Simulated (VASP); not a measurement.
# Au: single point with PBE

Crystal: Au.

```xyz
1
Lattice="0.0000 2.0790 2.0790 2.0790 0.0000 2.0790 2.0790 2.0790 0.0000" Properties=species:S:1:pos:R:3 pbc="T T T"
Au    0.0000    0.0000    0.0000
```

* Program: VASP 6.6.1
* Task: single point
* Functional: PBE
* Potentials or basis: VASP PAW PBE potentials, release 64 (Au)
* Cutoff: 520 eV
* k mesh: 18 × 18 × 18
* Occupations: gaussian, width 0.1 eV
* Spin: no spin polarisation

| Property | Result |
| --- | --- |
| Pressure | -0.3 GPa |
| Band gap on the k mesh | zero (an odd number of electrons rules out a gap without spin polarisation) |

Levels at points of the mesh, in eV from the Fermi level:
| k point | band 4 | band 5 | band 6 | band 7 | band 8 | band 9 |
| --- | --- | --- | --- | --- | --- | --- |
| (0.00, 0.00, 0.00) | -4.37 | -2.99 | -2.99 | 14.63 | 18.32 | 18.32 |
| (0.50, 0.00, 0.00) | -1.90 | -1.90 | -0.66 | 2.84 | 14.07 | 16.78 |
| (0.50, 0.50, 0.00) | -1.60 | -1.60 | 1.22 | 5.40 | 9.90 | 9.90 |

Run time: 48 s on 1 thread of AMD EPYC 7R13, on a shared host, peak memory 0.14 GiB.

Caveat: spin-orbit coupling is left out, which moves the levels of the heavy elements.
